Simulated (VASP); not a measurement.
Input of a VASP 6.6.1 run:

File INCAR:

```
  PREC = Accurate
  ENCUT = 600
  EDIFF = 1E-6
  ISMEAR = -1
  SIGMA = 0.05
  LREAL = False
  LASPH = True
  NELM = 120
  ALGO = Normal
  ISIF = 2
  LWAVE = False
  LCHARG = False
  GGA = CA
  NBANDS = 30
  GGA_COMPAT = False
```

KPOINTS

```
regular mesh
0
Gamma
  5 5 5
```

File POSCAR:

```
N
1.0
    5.2256890219      0.0000000000      0.0000000000
    0.0000000000      5.2256890219      0.0000000000
    0.0000000000      0.0000000000      5.2256890219
N
8
Direct
    0.0603856731      0.4396143269      0.5603856731
    0.4396143269      0.5603856731      0.0603856731
    0.5603856731      0.0603856731      0.4396143269
    0.9396143269      0.9396143269      0.9396143269
    0.9396143269      0.5603856731      0.4396143269
    0.5603856731      0.4396143269      0.9396143269
    0.4396143269      0.9396143269      0.5603856731
    0.0603856731      0.0603856731      0.0603856731
```

Potentials or basis: VASP PAW LDA potentials, release 64 (N).

Run with:

```bash
$ cat potpaw_LDA.64/N/POTCAR > POTCAR
$ mpirun -np 1 vasp_std > vasp.out
```

(1) What does it give for the pressure?

(2) What does it give for the largest force?

Answers

(1) 2.3 GPa.

(2) 1.528 eV/Å.

Caveat: the standard files for N, O and F lose accuracy on very short bonds; forces of over 1 eV/Å act on the atoms, so gaps and moduli don't describe the material at rest.
